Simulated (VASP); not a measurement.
B8N7 (a cell with a defect), 15 atoms in the cell. The cell holds a defect, 15 atoms: a = 4.877 Å, b = 4.877 Å, c = 5.045 Å, α = 104.99°, β = 104.99°, γ = 117.71°.  This cell differs from its parent crystal: atoms taken out, atom 10 moved 0.000 of the way to it and -0.525 Å across, host rigid.

```yaml
Program: VASP 6.6.1
Task: single point
Functional: LDA
Potentials_or_basis: VASP PAW LDA potentials, release 64 (B, N)
Cutoff: 520 eV
k_mesh: 6 × 6 × 6
Occupations: gaussian, width 0.05 eV
Spin: no spin polarisation
Dipole_correction: no
Charge: 3
Further_INCAR_settings: LREAL = Auto; ALGO = Normal; EDIFF = 1e-06; NBANDS = 42; NELECT = 56.0
```

Potentials or basis: VASP PAW LDA potentials, release 64 (B, N).

Run with:

```bash
$ cat potpaw_LDA.64/B/POTCAR potpaw_LDA.64/N/POTCAR > POTCAR
$ mpirun -np 1 vasp_std > vasp.out
```

Hardware: 1 thread of Intel(R) Xeon(R) Platinum 8488C (Sapphire Rapids), on a shared host.

**Question.** Estimate the wall time of this run.

**Answer.** Run time: 5.3 min on 1 thread of Intel(R) Xeon(R) Platinum 8488C (Sapphire Rapids), on a shared host, peak memory 0.28 GiB. Counts: scf iterations 14, k points 68.
